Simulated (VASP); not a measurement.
Here is a VASP 6.6.1 calculation.

Contents of INCAR:

```
SYSTEM = Ni2Ge
ALGO = Fast ; EDIFF = 1E-6
ENCUT = 520 ; GGA = PS
ISIF = 2 ; ISMEAR = 0
LASPH = .TRUE. ; LCHARG = .TRUE.
LELF = .TRUE. ; LREAL = .FALSE.
LVHAR = .TRUE. ; LWAVE = .FALSE.
NBANDS = 43 ; NELM = 80
PREC = Accurate ; SIGMA = 0.15
```

KPOINTS

```
k-points
0
G
  18 18 10
  0 0 0
```

POSCAR

```
Ni2Ge
1.0
    4.0839075421      0.0000000000      0.0000000000
   -2.0419537710      3.5367676781      0.0000000000
    0.0000000000      0.0000000000      4.7429443509
Ni Ge
4 2
Direct
    0.6666666667      0.3333333333      0.2500000000
    0.3333333333      0.6666666667      0.7500000000
    0.0000000000      0.0000000000      0.0000000000
    0.0000000000      0.0000000000      0.5000000000
    0.6666666667      0.3333333333      0.7500000000
    0.3333333333      0.6666666667      0.2500000000
```

Potentials or basis: VASP PAW PBE potentials, release 64 (Ni, Ge_d).

Command:

```sh
$ cat potpaw_PBE.64/Ni/POTCAR potpaw_PBE.64/Ge_d/POTCAR > POTCAR
$ mpirun -np 1 vasp_std > vasp.out
```

What does it give for the band gap on the k mesh?

Zero (bands 34 and 35 overlap by 2.26 eV).

Predict the pressure.

0.3 GPa.

Stress tensor (GPa, compression positive):
```
-7.64  0.00  0.00
 0.00 -7.64  0.00
 0.00  0.00 16.22
```

Caveat: the PAW data sets were made with another functional, which shifts forces and pressure a little. Spin polarisation is off, so any magnetic state and its effect on volume and gap are missing.
